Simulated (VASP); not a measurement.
# LaSb (Fm-3m) in VASP: notebook

LaSb is run at these levels: LDA; tasks: single point.

Program: VASP 6.6.1. These are calculated values, not measurements. Logs are shortened: lines on timing, memory, paths and dates and some standing lists are left out, and cuts for length are marked.

## (1) The cell of the first run

The structure is cubic, space group Fm-3m (No. 225). The conventional cell has a = 6.490 Å, b = 6.490 Å, c = 6.490 Å, α = 90.00°, β = 90.00°, γ = 90.00°. La (site symmetry m-3m) has 6 Sb at 3.25 Å within 4.3 Å. Sb (site symmetry m-3m) has 6 La at 3.25 Å within 4.3 Å.

## (2) Single point, LDA

Input file INCAR:

```
SYSTEM = LaSb
PREC = Accurate
ENCUT = 500
EDIFF = 1E-6
ISMEAR = 0
SIGMA = 0.1
LREAL = .False.
LASPH = .True.
NELM = 200
ALGO = Normal
ISIF = 2
LWAVE = .False.
LCHARG = .True.
GGA = CA
LELF = .True.
LVHAR = .True.
NBANDS = 15
GGA_COMPAT = .False.
LMAXMIX = 6
```

Input file KPOINTS:

```
regular mesh
0
Gamma
  5 5 5
  0 0 0
```

Input file POSCAR:

```
LaSb
1.0
    0.0000000000      3.2450000000      3.2450000000
    3.2450000000      0.0000000000      3.2450000000
    3.2450000000      3.2450000000      0.0000000000
La Sb
1 1
Direct
    0.0000000000      0.0000000000      0.0000000000
    0.5000000000      0.5000000000      0.5000000000
```

Potentials or basis: VASP PAW LDA potentials, release 64 (La, Sb).

Command:

```bash
$ cat potpaw_LDA.64/La/POTCAR potpaw_LDA.64/Sb/POTCAR > POTCAR
$ mpirun -np 1 vasp_std > vasp.out
```

OUTCAR:

```text
SYSTEM = LaSb
   PREC = Accurate
   ENCUT = 500
   EDIFF = 1E-6
   ISMEAR = 0
   LREAL = .False.
   LASPH = .True.
   NELM = 200
   ISIF = 2
   GGA = CA

 ion  position               nearest neighbor table
   1  0.000  0.000  0.000-   2 3.25   2 3.25   2 3.25   2 3.25   2 3.25   2 3.25
   2  0.500  0.500  0.500-   1 3.25   1 3.25   1 3.25   1 3.25   1 3.25   1 3.25

  LATTYP: Found a face centered cubic cell.
 ALAT       =     6.4900000000

  Lattice vectors:

 A1 = (   0.0000000000,   3.2450000000,   3.2450000000)
 A2 = (   3.2450000000,   0.0000000000,   3.2450000000)
 A3 = (   3.2450000000,   3.2450000000,   0.0000000000)

Analysis of symmetry for initial positions (statically):
=====================================================================
 Subroutine PRICEL returns:
 Original cell was already a primitive cell.

 Routine SETGRP: Setting up the symmetry group for a
 face centered cubic supercell.

 Subroutine GETGRP returns: Found 48 space group operations
 (whereof 48 operations were pure point group operations)
 out of a pool of 48 trial point group operations.

The static configuration has the point symmetry O_h .

Analysis of symmetry for dynamics (positions and initial velocities):
=====================================================================
 Subroutine PRICEL returns:
 Original cell was already a primitive cell.

 Routine SETGRP: Setting up the symmetry group for a
 face centered cubic supercell.

 Subroutine GETGRP returns: Found 48 space group operations
 (whereof 48 operations were pure point group operations)
 out of a pool of 48 trial point group operations.

The dynamic configuration has the point symmetry O_h .

 Subroutine INISYM returns: Found 48 space group operations
 (whereof 48 operations are pure point group operations),
 and found     1 'primitive' translations

----------------------------------------------------------------------------------------

                                     Primitive cell

  volume of cell :      68.3399

  direct lattice vectors                    reciprocal lattice vectors
     0.000000000  3.245000000  3.245000000    -0.154083205  0.154083205  0.154083205
     3.245000000  0.000000000  3.245000000     0.154083205 -0.154083205  0.154083205
     3.245000000  3.245000000  0.000000000     0.154083205  0.154083205 -0.154083205

  length of vectors
     4.589123010  4.589123010  4.589123010     0.266879940  0.266879940  0.266879940

  position of ions in fractional coordinates (direct lattice)
     0.000000000  0.000000000  0.000000000
     0.500000000  0.500000000  0.500000000

  ion indices of the primitive-cell ions
   primitive index   ion index
                 1           1
                 2           2

----------------------------------------------------------------------------------------

 KPOINTS: regular mesh

Automatic generation of k-mesh.
 Grid dimensions read from file:
 generate k-points for:    5    5    5

 Generating k-lattice:

  Cartesian coordinates                     Fractional coordinates (reciprocal lattice)
    -0.030816641  0.030816641  0.030816641     0.200000000  0.000000000  0.000000000
     0.030816641 -0.030816641  0.030816641     0.000000000  0.200000000  0.000000000
     0.030816641  0.030816641 -0.030816641     0.000000000  0.000000000  0.200000000

  Length of vectors
     0.053375988  0.053375988  0.053375988

  Shift w.r.t. Gamma in fractional coordinates (k-lattice)
     0.000000000  0.000000000  0.000000000

 Subroutine IBZKPT returns following result:
 ===========================================

 Found     10 irreducible k-points:

 Following reciprocal coordinates:
            Coordinates               Weight
  0.000000  0.000000  0.000000      1.000000
  0.200000  0.000000  0.000000      8.000000
  0.400000  0.000000  0.000000      8.000000
  0.200000  0.200000  0.000000      6.000000
  0.400000  0.200000  0.000000     24.000000
 -0.400000  0.200000  0.000000     24.000000
 -0.200000  0.200000  0.000000     12.000000
  0.400000  0.400000  0.000000      6.000000
 -0.400000  0.400000  0.000000     12.000000
 -0.400000  0.400000  0.200000     24.000000
   k-points           NKPTS =     10   k-points in BZ     NKDIM =     10   number of bands    NBANDS=     15
   number of dos      NEDOS =    301   number of ions     NIONS =      2
   total plane-waves  NPLWV =  46656
   dimension x,y,z NGX =    36 NGY =   36 NGZ =   36
   dimension x,y,z NGXF=    72 NGYF=   72 NGZF=   72
   ions per type =               1   1
   NGX,Y,Z   is equivalent  to a cutoff of  13.04, 13.04, 13.04 a.u.
   NGXF,Y,Z  is equivalent  to a cutoff of  26.08, 26.08, 26.08 a.u.
 SYSTEM =  LaSb
   PREC   = accura    normal or accurate (medium, high low for compatibility)
   ISTART =      0    job   : 0-new  1-cont  2-samecut
   ICHARG =      2    charge: 1-file 2-atom 10-const
   ISPIN  =      1    spin polarized calculation?
   LNONCOLLINEAR =      F non collinear calculations
   LSORBIT =      F    spin-orbit coupling
   LASPH  =      T    aspherical Exc in radial PAW
   ENCUT  =  500.0 eV  36.75 Ry    6.06 a.u.   8.37  8.37  8.37*2*pi/ulx,y,z
   NELM   =    200;   NELMIN=  2; NELMDL= -5     # of ELM steps
   EDIFF  = 0.1E-05   stopping-criterion for ELM
   LREAL  =      F    real-space projection
   EDIFFG = 0.1E-04   stopping-criterion for IOM
   NSW    =      0    number of steps for IOM
   IBRION =     -1    ionic relax: 0-MD 1-quasi-New 2-CG
   NFREE  =      0    steps in history (QN), initial steepest desc. (CG)
   ISIF   =      2    stress and relaxation
   ISYM   =      2    0-nonsym 1-usesym 2-fastsym
   POTIM  = 0.5000    time-step for ionic-motion
   TEBEG  =    0.0;   TEEND  =   0.0 temperature during run
   PSTRESS=    0.0 pullay stress
   NELECT =      16.0000    total number of electrons
   NUPDOWN=      -1.0000    fix difference up-down
   EMIN   =  10.00;   EMAX   =-10.00  energy-range for DOS
   EFERMI =   0.00;   METHOD = LEGACY
   ISMEAR =     0;   SIGMA  =   0.10  broadening in eV -4-tet -1-fermi 0-gaus
   EFERMI_NEDOS =   21; number of points for ismear=-14 and -15
   IALGO  =     38    algorithm
   IMIX   =      4    mixing-type and parameters
     AMIX     =   0.40;   BMIX     =  1.00
     AMIX_MAG =   1.60;   BMIX_MAG =  1.00
  volume/ion in A,a.u.               =      34.17       230.59
  Fermi-wavevector in a.u.,A,eV,Ry     =   1.008998  1.906729 13.851767  1.018076
  Thomas-Fermi vector in A             =   2.141899
   LORBIT       =      0    0 simple, 1 ext, 2 COOP (PROOUT), +10 PAW based schemes
   GGA     = CA    functional components
   LHFCALC =     F    Hartree Fock is set to
   AEXX    =    0.0000 exact exchange contribution
   IVDW    =     0    specifies the selected vdW correction
   LEPSILON=     F    determine dielectric tensor
   LRPA    =     F    only Hartree local field effects (RPA)
 non-spin polarized calculation
 Gauss-broadening in eV      SIGMA  =   0.10
  energy-cutoff  :      500.00
  volume of cell :       68.34
 maximum number of plane-waves:      1807
 NGX is ok and might be reduce to    36
   NGX = 17   NGY = 17   NGZ = 17

 number of electron      15.9999999 magnetization

 Free energy of the ion-electron system (eV)
  ---------------------------------------------------
  ext. energy  EPLUGINS =         0.00000000
  ---------------------------------------------------
  free energy    TOTEN  =       -12.87412681 eV

  energy without entropy =      -12.86953327  energy(sigma->0) =      -12.87183004

 E-fermi :   6.3769     XC(G=0):  -9.6080

 val. band max:        6.3508746755   @ k =   0.4000   0.4000   0.0000
 cond. band min:       6.7158069948   @ k =   0.0000   0.0000   0.0000
 fundamental gap:      0.3649323193
 Fermi energy:         6.3769433122

 k-point     1 :       0.0000    0.0000    0.0000
  band No.  band energies     occupation
      1     -25.8609      2.00000
      2      -9.5178      2.00000
      3      -9.5178      2.00000
      4      -9.5178      2.00000
      5      -2.4324      2.00000
      6       6.7158      0.00000
      7       6.7158      0.00000
      8       6.7158      0.00000
      9       7.7776      0.00000
     10       7.7776      0.00000
     11       7.7776      0.00000
     12       8.3449      0.00000
     13       8.5184      0.00000
     14       8.5185      0.00000
     15       8.7100      0.00000

 k-point     2 :       0.2000    0.0000    0.0000
  band No.  band energies     occupation
      1     -25.8544      2.00000
      2      -9.6454      2.00000
      3      -9.5224      2.00000
      4      -9.5224      2.00000
      5      -2.0294      2.00000
      6       5.1855      2.00000
      7       5.8139      2.00000
      8       5.8139      2.00000
      9       7.8386      0.00000
     10       8.1270      0.00000
     11       8.1270      0.00000
     12       8.5792      0.00000
     13       8.6013      0.00000
     14       8.6013      0.00000
     15       8.7138      0.00000

 k-point     3 :       0.4000    0.0000    0.0000
  band No.  band energies     occupation
      1     -25.8439      2.00000
      2      -9.8372      2.00000
      3      -9.5297      2.00000
      4      -9.5297      2.00000
      5      -1.2698      2.00000
      6       3.5598      2.00000
      7       5.0040      2.00000
      8       5.0040      2.00000
      9       8.1530      0.00000
     10       8.4262      0.00000
     11       8.4262      0.00000
     12       8.6267      0.00000
     13       8.6267      0.00000
     14       8.6749      0.00000
     15       8.7199      0.00000
[... 91 lines left out ...]
 k-point     9 :      -0.4000    0.4000    0.0000
  band No.  band energies     occupation
      1     -25.8355      2.00000
      2      -9.7410      2.00000
      3      -9.6763      2.00000
      4      -9.5965      2.00000
      5      -1.6793      2.00000
      6       5.0116      2.00000
      7       5.0580      2.00000
      8       5.7261      2.00000
      9       7.2368      0.00000
     10       8.4826      0.00000
     11       8.5032      0.00000
     12       8.5728      0.00000
     13       8.5926      0.00000
     14       8.6687      0.00000
     15       8.7672      0.00000

 k-point    10 :      -0.4000    0.4000    0.2000
  band No.  band energies     occupation
      1     -25.8369      2.00000
      2      -9.7438      2.00000
      3      -9.6593      2.00000
      4      -9.5959      2.00000
      5      -1.5407      2.00000
      6       4.4378      2.00000
      7       5.2021      2.00000
      8       5.2797      2.00000
      9       7.8968      0.00000
     10       8.3554      0.00000
     11       8.5356      0.00000
     12       8.5454      0.00000
     13       8.6132      0.00000
     14       8.6677      0.00000
     15       8.7110      0.00000

------------------------ aborting loop because EDIFF is reached ----------------------------------------

  FORCE on cell =-STRESS in cart. coord.  units (eV):
  Direction    XX          YY          ZZ          XY          YZ          ZX
  --------------------------------------------------------------------------------------
  -------------------------------------------------------------------------------------
  Total       -0.9281372     -0.9281372     -0.9281372      0.0000000      0.0000000     -0.0000000
  in kB      -21.7594865    -21.7594865    -21.7594865      0.0000000      0.0000000     -0.0000000
  external PRESSURE =     -21.7594865 kB  Pullay stress =       0.0000000 kB

 VOLUME and BASIS-vectors are now :
 -----------------------------------------------------------------------------
  energy-cutoff  :      500.00
  volume of cell :       68.34
      direct lattice vectors                 reciprocal lattice vectors
     0.000000000  3.245000000  3.245000000    -0.154083205  0.154083205  0.154083205
     3.245000000  0.000000000  3.245000000     0.154083205 -0.154083205  0.154083205
     3.245000000  3.245000000  0.000000000     0.154083205  0.154083205 -0.154083205

 POSITION                                       TOTAL-FORCE (eV/Angst)
 -----------------------------------------------------------------------------------
      0.00000      0.00000      0.00000         0.000000      0.000000     -0.000000
      3.24500      3.24500      3.24500         0.000000      0.000000      0.000000
 -----------------------------------------------------------------------------------
    total drift:                                0.000000      0.000000      0.000000

  FREE ENERGIE OF THE ION-ELECTRON SYSTEM (eV)
  ---------------------------------------------------
  free  energy   TOTEN  =       -12.8741268147 eV

  energy  without entropy=      -12.8695332715  energy(sigma->0) =      -12.87183004
```

Run time: 9.5 s. Hardware: 1 thread of AMD EPYC 9R45 (Zen 5), shared host; peak memory 0.15 GiB.

What came out:

```
Free energy            : -12.8741 eV
Pressure               : -2.2 GPa
Band gap on the k mesh : zero (bands 8 and 9 overlap by 0.36 eV)
```

Levels at points of the mesh, in eV from the Fermi level:
```csv
k point,band 5,band 6,band 7,band 8,band 9,band 10,band 11,band 12
"(0.00, 0.00, 0.00)",-8.81,0.34,0.34,0.34,1.40,1.40,1.40,1.97
```

Caveat: spin-orbit coupling is left out, which moves the levels of the heavy elements.

## (3) Single point, LDA

Input file INCAR:

```
SYSTEM = LaSb
ALGO = Normal
EDIFF = 1E-6
ENCUT = 500
GGA_COMPAT = .FALSE.
ISIF = 2
ISMEAR = 0
LASPH = .TRUE.
LCHARG = .FALSE.
LMAXMIX = 6
LREAL = .FALSE.
LWAVE = .FALSE.
NBANDS = 15
NELM = 200
PREC = Accurate
SIGMA = 0.1
```

Input file KPOINTS:

```
k-points
0
G
  6 6 6
  0 0 0
```

POSCAR is that of step 2.

Potentials or basis: VASP PAW LDA potentials, release 64 (La, Sb).

Command:

```bash
$ cat potpaw_LDA.64/La/POTCAR potpaw_LDA.64/Sb/POTCAR > POTCAR
$ mpirun -np 1 vasp_std > vasp.out
```

OUTCAR:

```text
SYSTEM = LaSb
   EDIFF = 1E-6
   ENCUT = 500
   ISIF = 2
   ISMEAR = 0
   LASPH = .TRUE.
   LREAL = .FALSE.
   NELM = 200
   PREC = Accurate

 ion  position               nearest neighbor table
   1  0.000  0.000  0.000-   2 3.25   2 3.25   2 3.25   2 3.25   2 3.25   2 3.25
   2  0.500  0.500  0.500-   1 3.25   1 3.25   1 3.25   1 3.25   1 3.25   1 3.25

  LATTYP: Found a face centered cubic cell.
 ALAT       =     6.4900000000

  Lattice vectors:

 A1 = (   0.0000000000,   3.2450000000,   3.2450000000)
[... 463 lines left out ...]

------------------------ aborting loop because EDIFF is reached ----------------------------------------

  FORCE on cell =-STRESS in cart. coord.  units (eV):
  Direction    XX          YY          ZZ          XY          YZ          ZX
  --------------------------------------------------------------------------------------
  -------------------------------------------------------------------------------------
  Total       -0.9328552     -0.9328552     -0.9328552      0.0000000      0.0000000     -0.0000000
  in kB      -21.8700976    -21.8700976    -21.8700976      0.0000000      0.0000000     -0.0000000
  external PRESSURE =     -21.8700976 kB  Pullay stress =       0.0000000 kB

 VOLUME and BASIS-vectors are now :
 -----------------------------------------------------------------------------
  energy-cutoff  :      500.00
  volume of cell :       68.34
      direct lattice vectors                 reciprocal lattice vectors
     0.000000000  3.245000000  3.245000000    -0.154083205  0.154083205  0.154083205
     3.245000000  0.000000000  3.245000000     0.154083205 -0.154083205  0.154083205
     3.245000000  3.245000000  0.000000000     0.154083205  0.154083205 -0.154083205

 POSITION                                       TOTAL-FORCE (eV/Angst)
 -----------------------------------------------------------------------------------
      0.00000      0.00000      0.00000         0.000000      0.000000      0.000000
      3.24500      3.24500      3.24500        -0.000000     -0.000000     -0.000000
 -----------------------------------------------------------------------------------
    total drift:                                0.000000      0.000000      0.000000

  FREE ENERGIE OF THE ION-ELECTRON SYSTEM (eV)
  ---------------------------------------------------
  free  energy   TOTEN  =       -12.8843496923 eV

  energy  without entropy=      -12.8824302278  energy(sigma->0) =      -12.88338996
```

Wall time 11 s (1 thread of AMD EPYC 9R45 (Zen 5), shared host); peak memory 0.15 GiB.

What came out:

* Free energy: -12.8843 eV
* Pressure: -2.2 GPa
* Band gap on the k mesh: zero (bands 8 and 9 overlap by 0.46 eV)

Caveat: spin-orbit coupling is left out, which moves the levels of the heavy elements.

## (4) Single point, LDA

Input file INCAR:

```
SYSTEM = LaSb
PREC = Accurate
ENCUT = 500
EDIFF = 1E-6
ISMEAR = 0
SIGMA = 0.1
LREAL = .False.
LASPH = .True.
NELM = 200
ALGO = Normal
ISIF = 2
LWAVE = .False.
LCHARG = .False.
GGA = CA
NBANDS = 15
GGA_COMPAT = .False.
LMAXMIX = 6
```

Input file KPOINTS:

```
regular mesh
0
Gamma
  7 7 7
  0 0 0
```

POSCAR is that of step 3.

Command:

```bash
$ cat potpaw_LDA.64/La/POTCAR potpaw_LDA.64/Sb/POTCAR > POTCAR
$ mpirun -np 1 vasp_std > vasp.out
```

Run time: 15 s. Hardware: 1 thread of AMD EPYC 9R45 (Zen 5), shared host; peak memory 0.16 GiB.

Results (log left out):

| Item | Value |
| --- | --- |
| Free energy | -12.8889 eV |
| Pressure | -2.2 GPa |
| Band gap on the k mesh | zero (bands 8 and 9 overlap by 0.41 eV) |

Levels at points of the mesh, in eV from the Fermi level:
```tsv
k point	band 4	band 5	band 6	band 7	band 8	band 9	band 10	band 11	band 12	band 13
(0.00, 0.00, 0.00)	-15.96	-8.87	0.28	0.28	0.28	1.34	1.34	1.34	1.90	2.08
```

Caveat: spin-orbit coupling is left out, which moves the levels of the heavy elements.

## (5) Overview

| k mesh | gap on the mesh (eV) | pressure (GPa) |
| --- | --- | --- |
| 5 × 5 × 5 | none | -2.2 |
| 6 × 6 × 6 | none | -2.2 |
| 7 × 7 × 7 | none | -2.2 |

Alike in all rows: task single point; level LDA; potentials or basis VASP PAW LDA potentials, release 64 (La, Sb); no spin polarisation; cell as given; cutoff (eV) 500; smearing gaussian 0.1 eV.

Caveats: spin-orbit coupling is left out, which moves the levels of the heavy elements.

Total energies depend on the potentials used, so only differences within one code and one set of settings carry meaning.
